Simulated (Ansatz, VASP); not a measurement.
**Two plane-wave programs on GaN**

INCAR

```
SYSTEM = GaN
PREC = Accurate
ENCUT = 600
EDIFF = 1E-7
ISMEAR = 0
SIGMA = 0.01
LREAL = .FALSE.
LASPH = .TRUE.
NELM = 60
ALGO = Normal
ISIF = 3
LWAVE = .FALSE.
LCHARG = .FALSE.
GGA = CA
IBRION = 2
NSW = 100
EDIFFG = -0.003
```

The input KPOINTS:

```
regular mesh
0
G
  8 8 5
  0 0 0
```

The input POSCAR:

```
GaN
1.0
    3.1600000000      0.0000000000      0.0000000000
   -1.5800000000      2.7366402760      0.0000000000
    0.0000000000      0.0000000000      5.1500000000
Ga N
2 2
Direct
    0.3333333330      0.6666666670      0.0000000000
    0.6666666670      0.3333333330      0.5000000000
    0.3333333330      0.6666666670      0.3770000000
    0.6666666670      0.3333333330      0.8770000000
```

Input for Ansatz:

```yaml
crystal:
  lattice:
    - [3.16, 0.0, 0.0]
    - [-1.58, 2.736640276, 0.0]
    - [0.0, 0.0, 5.15]
  atoms:
    - { symbol: Ga, position: [0.333333333, 0.666666667, 0.0] }
    - { symbol: Ga, position: [0.666666667, 0.333333333, 0.5] }
    - { symbol: "N", position: [0.333333333, 0.666666667, 0.377] }
    - { symbol: "N", position: [0.666666667, 0.333333333, 0.877] }
scf:
  occupations: { method: fixed }
output:
  forces: true
  stress: true
  eigenvalues: true
  write_density: true
  write_potential: true
  elf: true
  volumetric_format: npy
hamiltonian:
  xc: lda
kpoints:
  mp_grid: { grid: [8, 8, 5] }
basis:
  ecutwfc: 520
relax:
  f_tol: 0.003
  max_steps: 80
  cell: { stress_tol: 0.03 }
```

Alike in both runs: task relaxation of cell and atoms; functional LDA; k mesh 8 × 8 × 5; no spin polarisation.

|  | VASP | Ansatz |
| --- | --- | --- |
| version | VASP 6.6.1 | Ansatz 0.2.0 |
| potentials or method | VASP PAW LDA potentials, release 64 (Ga_d, N), cutoff 600 eV | scalar-relativistic, plane waves, PAW |
| occupations | gaussian, width 0.01 eV | fixed |
| valence electrons in the cell | 36 | 36 |

|  | VASP | Ansatz | Ansatz less VASP |
| --- | --- | --- | --- |
| gap on the k mesh at the Fermi level, each at its own relaxed structure (eV) | 2.11 | 2.13 | +0.019 |
| relaxed volume (Å³/atom) | 11.11 | 11.05 | -0.055 |
| relaxed cell length with the largest relative difference (Å) | 3.157 | 3.152 | -0.0055 |

LDA's correlation is that of Perdew and Zunger in VASP and of Perdew and Wang (1992) in Ansatz.
